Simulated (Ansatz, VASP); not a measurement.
## One calculation of Cs, two programs

```
Cs
1.0
     5.13837    0.00000    0.00000
    -2.56919    4.44996    0.00000
     0.00000    0.00000    8.41122
Cs
2
Direct
  0.33333 0.66667 0.25000
  0.66667 0.33333 0.75000
```

Alike in both runs: task single point; functional LDA; k mesh 8 × 8 × 5; occupations fermi-dirac, width 0.1 eV; no spin polarisation.

|  | VASP | Ansatz |
| --- | --- | --- |
| version | VASP 6.6.1 | Ansatz 0.2.0 |
| potentials or method | VASP PAW LDA potentials, release 64 (Cs_sv), cutoff 520 eV | plane waves (420 eV) with PAW, scalar-relativistic |
| valence electrons in the cell | 18 | 18 |

```csv
,VASP,Ansatz,Ansatz less VASP
pressure (GPa),0.0,0.0,+0.01
```

Ansatz warns that its potentials were made for another functional, while VASP's fit it. LDA's correlation is that of Perdew and Zunger in VASP and of Perdew and Wang (1992) in Ansatz.

Neither program's run includes spin-orbit coupling.
